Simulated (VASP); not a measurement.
# Ga (Pm-3m) in VASP: single point with PBE

Aim: the single point of Ga with PBE.

Program: VASP 6.6.1. These are calculated values, not measurements. Logs are shortened: lines on timing, memory, paths and dates and some standing lists are left out, and cuts for length are marked.

### Step 1. The cell of the first run

The structure is cubic, space group Pm-3m (No. 221). The conventional cell has a = 2.722 Å, b = 2.722 Å, c = 2.722 Å, α = 90.00°, β = 90.00°, γ = 90.00°. Ga (site symmetry m-3m) has 6 Ga at 2.72 Å within 3.6 Å.

This isn't the form of Ga at room conditions, which is orthorhombic.

### Step 2. Single point, PBE, non-collinear spin, zero start, spin-orbit coupling

INCAR reads:

```
SYSTEM = Ga
PREC = Accurate ; ENCUT = 520
EDIFF = 1E-7 ; ISMEAR = -1
SIGMA = 0.05 ; LREAL = .FALSE.
LASPH = .TRUE. ; NELM = 150
ALGO = Normal ; ISIF = 2
LWAVE = .FALSE. ; LCHARG = .TRUE.
MAGMOM = 0 0 0 ; LORBIT = 11
LSORBIT = .TRUE. ; GGA_COMPAT = .FALSE.
LORBMOM = .TRUE. ; GGA = PE
LVHAR = .TRUE. ; NBANDS = 24
```

KPOINTS reads:

```
Automatic mesh
0
G
  15 15 15
  0 0 0
```

POSCAR reads:

```
Ga
1.0
    2.7222629392      0.0000000000      0.0000000000
    0.0000000000      2.7222629392      0.0000000000
    0.0000000000      0.0000000000      2.7222629392
Ga
1
Direct
    0.0000000000      0.0000000000      0.0000000000
```

Potentials or basis: VASP PAW PBE potentials, release 64 (Ga_d).

The run is started by

```sh
> cat potpaw_PBE.64/Ga_d/POTCAR > POTCAR
> mpirun -np 1 vasp_ncl > vasp.out
```

OUTCAR:

```text
SYSTEM = Ga
   PREC = Accurate
   ENCUT = 520
   EDIFF = 1E-7
   ISMEAR = -1
   LREAL = .FALSE.
   LASPH = .TRUE.
   NELM = 150
   ISIF = 2
   LORBIT = 11
   LSORBIT = .TRUE.
   GGA = PE

 ion  position               nearest neighbor table
   1  0.000  0.000  0.000-

  LATTYP: Found a simple cubic cell.
 ALAT       =     2.7222629392

  Lattice vectors:

 A1 = (   2.7222629392,   0.0000000000,   0.0000000000)
 A2 = (   0.0000000000,   2.7222629392,   0.0000000000)
 A3 = (   0.0000000000,   0.0000000000,   2.7222629392)

Analysis of symmetry for initial positions (statically):
=====================================================================
 Subroutine PRICEL returns:
 Original cell was already a primitive cell.

 Routine SETGRP: Setting up the symmetry group for a
 simple cubic supercell.

 Subroutine GETGRP returns: Found 48 space group operations
 (whereof 48 operations were pure point group operations)
 out of a pool of 48 trial point group operations.

The static configuration has the point symmetry O_h .

Analysis of symmetry for dynamics (positions and initial velocities):
=====================================================================
 Subroutine PRICEL returns:
 Original cell was already a primitive cell.

 Routine SETGRP: Setting up the symmetry group for a
 simple cubic supercell.

 Subroutine GETGRP returns: Found 48 space group operations
 (whereof 48 operations were pure point group operations)
 out of a pool of 48 trial point group operations.

The dynamic configuration has the point symmetry O_h .

Analysis of structural, dynamic, and magnetic symmetry:
=====================================================================
 Subroutine PRICEL returns:
 Original cell was already a primitive cell.

 Routine SETGRP: Setting up the symmetry group for a
 simple cubic supercell.

 Subroutine GETGRP returns: Found 48 space group operations
 (whereof 48 operations were pure point group operations)
 out of a pool of 48 trial point group operations.

The overall configuration has the point symmetry O_h .

 Subroutine INISYM returns: Found 48 space group operations
 (whereof 48 operations are pure point group operations),
 and found     1 'primitive' translations

[... 147 lines left out ...]
 Fermi energy:         4.6333657324

 k-point     1 :       0.0000    0.0000    0.0000
  band No.  band energies     occupation
      1     -10.4912      1.00000
      2     -10.4912      1.00000
      3     -10.4912      1.00000
      4     -10.4912      1.00000
      5      -9.8837      1.00000
      6      -9.8837      1.00000
[... 637 lines left out ...]
     23      25.5362      0.00000
     24      25.5416      0.00000

 [... further k-points ...]

------------------------ aborting loop because EDIFF is reached ----------------------------------------

  FORCE on cell =-STRESS in cart. coord.  units (eV):
  Direction    XX          YY          ZZ          XY          YZ          ZX
  --------------------------------------------------------------------------------------
  -------------------------------------------------------------------------------------
  Total        0.0059790      0.0059790      0.0059790      0.0000000      0.0000000     -0.0000000
  in kB        0.4748454      0.4748454      0.4748454      0.0000000      0.0000000     -0.0000000
  external PRESSURE =       0.4748454 kB  Pullay stress =       0.0000000 kB

 VOLUME and BASIS-vectors are now :
 -----------------------------------------------------------------------------
  energy-cutoff  :      520.00
  volume of cell :       20.17
      direct lattice vectors                 reciprocal lattice vectors
     2.722262939  0.000000000  0.000000000     0.367341444  0.000000000  0.000000000
     0.000000000  2.722262939  0.000000000     0.000000000  0.367341444  0.000000000
     0.000000000  0.000000000  2.722262939     0.000000000  0.000000000  0.367341444

 POSITION                                       TOTAL-FORCE (eV/Angst)
 -----------------------------------------------------------------------------------
      0.00000      0.00000      0.00000         0.000000      0.000000      0.000000
 -----------------------------------------------------------------------------------
    total drift:                                0.000000      0.000000      0.000000

  FREE ENERGIE OF THE ION-ELECTRON SYSTEM (eV)
  ---------------------------------------------------
  free  energy   TOTEN  =        -2.8321965562 eV

  energy  without entropy=       -2.8280400624  energy(sigma->0) =       -2.83011831

 orbital moment (x)

 # of ion     p       d       tot
 ----------------------------------------
  1         0.000   0.000   0.000
 ----------------------------------------
            0.000   0.000   0.000

 orbital moment (y)

 # of ion     p       d       tot
 ----------------------------------------
  1        -0.000  -0.000  -0.000
 ----------------------------------------
           -0.000  -0.000  -0.000

 orbital moment (z)

 # of ion     p       d       tot
 ----------------------------------------
  1         0.000  -0.000  -0.000
 ----------------------------------------
            0.000  -0.000  -0.000

 Spin-Orbit-Coupling matrix elements

 Ion:    1  E_soc:     -0.0112023
 l=   1
     0.0000000    -0.0010286    -0.0010286
    -0.0010286     0.0000000    -0.0010286
    -0.0010286    -0.0010286     0.0000000
 l=   2
     0.0000000    -0.0001680     0.0000000    -0.0001680    -0.0006705
    -0.0001680     0.0000000    -0.0005029    -0.0001680    -0.0001676
     0.0000000    -0.0005029     0.0000000    -0.0005029     0.0000000
    -0.0001680    -0.0001680    -0.0005029     0.0000000    -0.0001676
    -0.0006705    -0.0001676     0.0000000    -0.0001676     0.0000000
 l=   3
     0.0000000     0.0000000     0.0000000     0.0000000     0.0000000     0.0000000     0.0000000
     0.0000000     0.0000000     0.0000000     0.0000000     0.0000000     0.0000000     0.0000000
     0.0000000     0.0000000     0.0000000     0.0000000     0.0000000     0.0000000     0.0000000
     0.0000000     0.0000000     0.0000000     0.0000000     0.0000000     0.0000000     0.0000000
     0.0000000     0.0000000     0.0000000     0.0000000     0.0000000     0.0000000     0.0000000
     0.0000000     0.0000000     0.0000000     0.0000000     0.0000000     0.0000000     0.0000000
     0.0000000     0.0000000     0.0000000     0.0000000     0.0000000     0.0000000     0.0000000

 total charge

# of ion       s       p       d       tot
------------------------------------------
    1        1.011   0.602   9.947  11.560

 magnetization (x)

# of ion       s       p       d       tot
------------------------------------------
    1        0.000   0.000   0.000   0.000

 magnetization (y)

# of ion       s       p       d       tot
------------------------------------------
    1       -0.000   0.000   0.000   0.000

 magnetization (z)

# of ion       s       p       d       tot
------------------------------------------
    1       -0.000   0.000  -0.000  -0.000
```

It took 97 s on 1 thread of Intel Xeon 8259CL, shared host; peak memory 0.21 GiB.

Results:

```yaml
Free_energy: -2.8322 eV
Pressure: 0.0 GPa
Net_moment: 0.00 μB per cell
Valence_electrons_inside_the_program's_atomic_spheres: Ga 11.56
```

Moments on the atoms (μB; x, y, z):
```
Ga  0.00 0.00 0.00
```
